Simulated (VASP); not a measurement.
Here is a VASP 6.6.1 calculation.

Contents of INCAR:

```
PREC     = Accurate       # precision mode
ENCUT    = 600            # plane-wave cutoff, eV
EDIFF    = 1E-7           # SCF threshold, eV
ISMEAR   = 0              # smearing method
SIGMA    = 0.1            # smearing width, eV
LREAL    = F              # projectors in reciprocal space
LASPH    = T              # aspherical terms in the spheres
NELM     = 100            # most SCF steps
ALGO     = Normal         # electronic algorithm
ISIF     = 3              # what is computed and relaxed
LWAVE    = F              # write WAVECAR
LCHARG   = F              # write CHGCAR
GGA      = PE             # functional
IBRION   = 2              # ionic algorithm
NSW      = 100            # ionic steps
EDIFFG   = -0.01          # ionic threshold
```

KPOINTS

```
Automatic mesh
0
Gamma
  10 10 10
```

POSCAR

```
Si5N
1.0
   -3.1177867542      3.1177867542      2.3613284204
    3.1177867542     -3.1177867542      2.3613284204
    3.1177867542      3.1177867542     -2.3613284204
Si N
5 1
Direct
    0.0000000000      0.3119665886      0.3119665886
    0.0000000000      0.6880334114      0.6880334114
    0.6880334114      0.0000000000      0.6880334114
    0.3119665886      0.0000000000      0.3119665886
    0.5000000000      0.5000000000      0.0000000000
    0.0000000000      0.0000000000      0.0000000000
```

Potentials or basis: VASP PAW PBE potentials, release 64 (Si, N).

The run is started by

```sh
$ cat potpaw_PBE.64/Si/POTCAR potpaw_PBE.64/N/POTCAR > POTCAR
$ mpirun -np 1 vasp_std > vasp.out
```

Problem. What does it give for the relaxed cell?

Solution. a = 5.032 Å, b = 5.032 Å, c = 5.032 Å, α = 101.66°, β = 101.66°, γ = 126.58°.

Problem. Predict the relaxed volume.

Solution. 15.23 Å³/atom.

Problem. Estimate the space group after relaxing (to 0.05 Å).

Solution. I4/mmm (No. 139).

Final structure:
```
CELL_PARAMETERS angstrom
-3.17844 3.17844 2.26176
3.17844 -3.17844 2.26176
3.17844 3.17844 -2.26176
ATOMIC_POSITIONS crystal
Si 0.00000 0.30829 0.30829
Si 0.00000 0.69171 0.69171
Si 0.69171 0.00000 0.69171
Si 0.30829 0.00000 0.30829
Si 0.50000 0.50000 0.00000
N 0.00000 0.00000 0.00000
```
